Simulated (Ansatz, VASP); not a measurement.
# In: VASP beside Ansatz

```
CELL_PARAMETERS angstrom
3.33548 0.00000 0.00000
-1.66774 2.88861 0.00000
0.00000 0.00000 5.50914
ATOMIC_POSITIONS crystal
In 0.66667 0.33333 0.75000
In 0.33333 0.66667 0.25000
```

Alike in both runs: functional r2SCAN; k mesh 5 × 5 × 3; occupations fermi-dirac, width 0.05 eV; no spin polarisation.

```csv
,VASP,Ansatz
version,VASP 6.6.1,Ansatz 0.2.0
potentials or method,"VASP PAW PBE potentials, release 64 (In_d)",Ansatz PAW
plane-wave cutoff (eV),520,500
valence electrons in the cell,26,26
task,single point,projected density of states
```

```tsv
	VASP	Ansatz	Ansatz less VASP
gap on the k mesh at the Fermi level (eV)	none	none	-
pressure (GPa)	-0.5	-0.5	0.00
traceless stress, the component that is largest in VASP (GPa)	0.43	0.42	-0.006
```

VASP's potentials were made for PBE, not for r2SCAN. A gap of «none» marks a metal or a gap that the smearing closes.

The k mesh is coarse, so the values compare programs but aren't converged.
